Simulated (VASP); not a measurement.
Runs of VASP 6.6.1 on Cu. The structure is that of space group I4/mmm (No. 139), or close to it. The cells are those of the table. 

| potentials or basis | cell | cutoff (eV) | gap on the mesh (eV) | pressure (GPa) |
| --- | --- | --- | --- | --- |
| VASP PAW PBE potentials, release 64 (Cu) | a = 2.559, b = 2.559, c = 2.749 Å, angles 57.5, 57.5, 65.0°, 1 atom | 520 | none | -5.3 |
| VASP PAW PBE potentials, release 64 (Cu_sv_GW) | a = 2.643, b = 2.643, c = 2.838 Å, angles 57.5, 57.5, 65.0°, 1 atom | 820 | none | -14.1 |
| VASP PAW PBE potentials, release 64 (Cu) | a = 2.695, b = 2.695, c = 2.480 Å, angles 62.6, 62.6, 54.8°, 1 atom | 520 | none | (a) |
| VASP PAW PBE potentials, release 64 (Cu) | a = 2.545, b = 2.545, c = 2.820 Å, angles 56.4, 56.4, 67.3°, 1 atom | 520 | none | (c) |
| VASP PAW PBE potentials, release 64 (Cu) | a = 2.502, b = 2.502, c = 2.772 Å, angles 56.4, 56.4, 67.3°, 1 atom | 520 | none | 1.5 |
| VASP PAW PBE potentials, release 64 (Cu) | a = 2.545, b = 2.545, c = 3.047 Å, angles 53.2, 53.2, 73.5°, 1 atom | 520 | none | -4.8 |
| VASP PAW PBE potentials, release 64 (Cu) | a = 2.739, b = 2.739, c = 2.521 Å, angles 62.6, 62.6, 54.8°, 1 atom | 520 | none | (b) |
| VASP PAW PBE potentials, release 64 (Cu) | a = 2.537, b = 2.537, c = 2.633 Å, angles 58.7, 58.7, 62.5°, 1 atom | 520 | none | 0.8 |

Alike in all rows: task single point; level PBE; no spin polarisation; k mesh 24 × 24 × 24; smearing gaussian 0.15 eV.

Fill in the values left out.

(a) -4.6; (b) -9.5; (c) -5.2.

Caveats: the cell stands under tension (at least some runs); the stress differs along the axes, from -12 to -1 GPa (at least some runs); the stress differs along the axes, from -16 to -6 GPa (at least some runs).

A gap of «none» marks levels without a gap at the run's occupations.

The runs don't all hold the same shells in valence.
